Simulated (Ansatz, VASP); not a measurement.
## Ba in VASP and in Ansatz

File INCAR:

```
PREC = Accurate ; ENCUT = 520
EDIFF = 1E-6 ; ISMEAR = 0
SIGMA = 0.1 ; LREAL = F
LASPH = T ; NELM = 80
ALGO = Normal ; ISIF = 2
LWAVE = F ; LCHARG = T
GGA = PS ; LELF = T
LVHAR = T ; NBANDS = 11
```

Contents of KPOINTS:

```
Automatic mesh
0
Gamma
  12 12 12
```

Contents of POSCAR:

```
Ba
1.0
    4.4200076663      0.0000000000      0.0000000000
   -2.2100038332      3.8278389239      0.0000000000
    0.0000000000      0.0000000000      3.7769917124
Ba
1
Direct
    0.0000000000      0.0000000000      0.0000000000
```

Input for Ansatz:

```yaml
crystal:
  lattice:
    - [4.4200076663, 0.0, 0.0]
    - [-2.2100038332, 3.8278389239, 0.0]
    - [0.0, 0.0, 3.7769917124]
  atoms:
    - { symbol: Ba, position: [0.0, 0.0, 0.0] }
basis:
  ecutwfc: 420
kpoints:
  mp_grid: { grid: [12, 12, 12] }
hamiltonian:
  xc: pbesol
scf:
  occupations: { method: gaussian, width: 0.1 }
output:
  forces: true
  stress: true
  eigenvalues: true
  populations: true
```

Alike in both runs: task single point; functional PBEsol; k mesh 12 × 12 × 12; occupations gaussian, width 0.1 eV; no spin polarisation.

|  | VASP | Ansatz |
| --- | --- | --- |
| version | VASP 6.6.1 | Ansatz 0.2.0 |
| potentials or method | VASP PAW PBE potentials, release 64 (Ba_sv), cutoff 520 eV | scalar-relativistic, plane waves, PAW |
| valence electrons in the cell | 10 | 10 |

Ansatz gave:

* gap on the k mesh at the Fermi level (eV): none
* pressure (GPa): -0.8
* traceless stress, the component that is largest in VASP (GPa): 1.81

Task: Which values does VASP return?

Result: gap on the k mesh at the Fermi level (eV): none; pressure (GPa): -0.7; traceless stress, the component that is largest in VASP (GPa): 1.87.

VASP's potentials were made for PBE, not for PBEsol. A gap of «none» marks a metal or a gap that the smearing closes.

Neither program's run includes spin-orbit coupling.
